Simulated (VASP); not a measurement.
Here is a VASP 6.6.1 calculation.

File INCAR:

```
SYSTEM = In
PREC = Accurate
ENCUT = 520
EDIFF = 1E-6
ISMEAR = -1
SIGMA = 0.05
LREAL = .False.
LASPH = .True.
NELM = 60
ALGO = Normal
ISIF = 2
LWAVE = .False.
LCHARG = .False.
GGA = PE
NBANDS = 12
```

The input KPOINTS:

```
Automatic mesh
0
Gamma
  11 11 11
  0 0 0
```

POSCAR

```
In
1.0
   -1.6737194805      1.6737194805      2.4458536549
    1.6737194805     -1.6737194805      2.4458536549
    1.6737194805      1.6737194805     -2.4458536549
In
1
Direct
    0.0000000000      0.0000000000      0.0000000000
```

Potentials or basis: VASP PAW PBE potentials, release 64 (In_d).

Command:

```bash
$ cat potpaw_PBE.64/In_d/POTCAR > POTCAR
$ mpirun -np 1 vasp_std > vasp.out
```

Task: Estimate the pressure.

Result: 0.0 GPa.
